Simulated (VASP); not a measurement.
Input of a VASP 6.6.1 run:

Contents of INCAR:

```
SYSTEM = MgO2
  ALGO = Normal
  EDIFF = 1E-6
  ENCUT = 520
  ISIF = 2
  ISMEAR = -1
  LASPH = .True.
  LCHARG = .True.
  LELF = .True.
  LREAL = .False.
  LVHAR = .True.
  LWAVE = .False.
  NBANDS = 14
  NELM = 80
  PREC = Accurate
  SIGMA = 0.02
```

Contents of KPOINTS:

```
k-points
0
Gamma
  12 12 12
  0 0 0
```

Contents of POSCAR:

```
MgO2
1.0
    1.6047610160      0.9265092046      3.4939788749
   -1.6047610160      0.9265092046      3.4939788749
    0.0000000000     -1.8530184092      3.4939788749
Mg O
1 2
Direct
    0.0000000000      0.0000000000      0.0000000000
    0.4287860000      0.4287860000      0.4287860000
    0.5712140000      0.5712140000      0.5712140000
```

Potentials or basis: VASP PAW LDA potentials, release 64 (Mg, O).

Run with:

```bash
$ cat potpaw_LDA.64/Mg/POTCAR potpaw_LDA.64/O/POTCAR > POTCAR
$ mpirun -np 1 vasp_std > vasp.out
```

Problem. What does it give for the largest force?

Solution. 0.193 eV/Å.

Problem. Predict the band gap on the k mesh.

Solution. 2.16 eV, direct.

Problem. Estimate the pressure.

Solution. -10.8 GPa.

Stress tensor (GPa, compression positive):
```
-10.03   0.00   0.00
  0.00 -10.03   0.00
  0.00   0.00 -12.31
```

A k mesh can miss the band edges. A hybrid or GW would open this gap; LDA tends to underestimate it.
